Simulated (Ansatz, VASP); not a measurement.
# One calculation of CdSe, two programs

```
Cd Se
1.0
     4.30000    0.00000    0.00000
    -2.15000    3.72391    0.00000
     0.00000    0.00000    7.02000
Cd Se
2 2
Direct
  0.33333 0.66667 0.00000
  0.66667 0.33333 0.50000
  0.33333 0.66667 0.38500
  0.66667 0.33333 0.88500
```

Alike in both runs: task relaxation of cell and atoms; functional PBEsol; k mesh 8 × 8 × 4; occupations fermi-dirac, width 0.08 eV; no spin polarisation.

|  | VASP | Ansatz |
| --- | --- | --- |
| version | VASP 6.6.1 | Ansatz 0.2.0 |
| potentials or method | VASP PAW PBE potentials, release 64 (Cd, Se) | PAW with Ansatz's default frozen-core files, scalar-relativistic |
| plane-wave cutoff (eV) | 600 | 420 |
| valence electrons in the cell | 36 | 72 |

Ansatz gave:

```
relaxed volume (Å³/atom)                                     : 28.12
relaxed cell length with the largest relative difference (Å) : 4.301
```

Estimate VASP's values.

relaxed volume (Å³/atom): 28.29; relaxed cell length with the largest relative difference (Å): 4.310.

VASP's potentials were made for PBE, not for PBEsol. VASP's potentials hold 36 valence electrons a cell and Ansatz's 72, so a difference there can come from the potentials and not from the codes.
